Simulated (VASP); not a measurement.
A run of VASP 6.6.1 is set up as follows.

The input INCAR:

```
  PREC = Accurate
  ENCUT = 520
  EDIFF = 1E-6
  ISMEAR = 0
  SIGMA = 0.1
  LREAL = F
  LASPH = T
  NELM = 100
  ALGO = Normal
  ISIF = 2
  LWAVE = F
  LCHARG = F
  GGA = PE
  NBANDS = 21
```

The input KPOINTS:

```
regular mesh
0
Gamma
  12 12 10
```

File POSCAR:

```
HfB
1.0
    2.3081378808      2.3081378808      0.0000000000
   -2.3081378808      2.3081378808      0.0000000000
    0.0000000000      0.0000000000      4.8997823646
Hf B
2 2
Direct
    0.5000000000      0.5000000000      0.0000000000
    0.0000000000      0.0000000000      0.5000000000
    0.0000000000      0.0000000000      0.0000000000
    0.5000000000      0.5000000000      0.5000000000
```

Potentials or basis: VASP PAW PBE potentials, release 64 (Hf_pv, B).

Launch:

```console
$ cat potpaw_PBE.64/Hf_pv/POTCAR potpaw_PBE.64/B/POTCAR > POTCAR
$ mpirun -np 1 vasp_std > vasp.out
```

Task: What does it give for the pressure?

Result: 17.1 GPa.

Task: Predict the band gap on the k mesh.

Result: Zero (band 13 reaches 7.15 eV, above the bottom of band 14 at 3.57 eV).

Stress tensor (GPa, compression positive):
```
25.56  0.00  0.00
 0.00 25.56  0.00
 0.00  0.00  0.28
```

Caveat: the cell differs from its parent crystal (biaxial strain in the a-b plane: -4.5 %, then relaxed in part); spin-orbit coupling is left out, which moves the levels of the heavy elements.
